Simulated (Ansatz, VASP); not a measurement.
## MnPt2: VASP beside Ansatz

```
Pt Mn
1.0
     2.87733    0.00000    0.00000
    -1.43867    2.49185    0.00000
     0.00000    0.00000    6.57577
Pt Mn
2 1
Cartesian
  1.4387 0.8306 2.0793
  0.0000 1.6612 4.4965
  0.0000 0.0000 0.0000
```

Alike in both runs: task single point; functional PBE; k mesh 11 × 11 × 4; occupations fermi-dirac, width 0.05 eV; collinear spin.

|  | VASP | Ansatz |
| --- | --- | --- |
| version | VASP 6.6.1 | Ansatz 0.2.0 |
| potentials or method | VASP PAW PBE potentials, release 64 (Pt, Mn_pv) | Ansatz PAW |
| plane-wave cutoff (eV) | 520 | 420 |
| valence electrons in the cell | 33 | 51 |

VASP gave:

* gap on the k mesh at the Fermi level (eV): none
* pressure (GPa): -4.0
* traceless stress, the component that is largest in VASP (GPa): 1.47
* rms of the force components (eV/Å): 0.003
* net moment per atom (μB): 1.54
* size of the moment on the site where the two differ most (μB): 3.81

**Question.** What did Ansatz give for the same quantities?

**Answer.** gap on the k mesh at the Fermi level (eV): none; pressure (GPa): -3.8; traceless stress, the component that is largest in VASP (GPa): 1.37; rms of the force components (eV/Å): 0.007; net moment per atom (μB): 1.54; size of the moment on the site where the two differ most (μB): 3.79.

Site moments also hang on the region over which each program counts them. Atom by atom the forces differ by 0.004 eV/Å (rms over components). A gap of «none» marks a metal or a gap that the smearing closes. VASP's potentials hold 33 valence electrons a cell and Ansatz's 51, so a difference there can come from the potentials and not from the codes.

Spin-orbit coupling is off throughout.
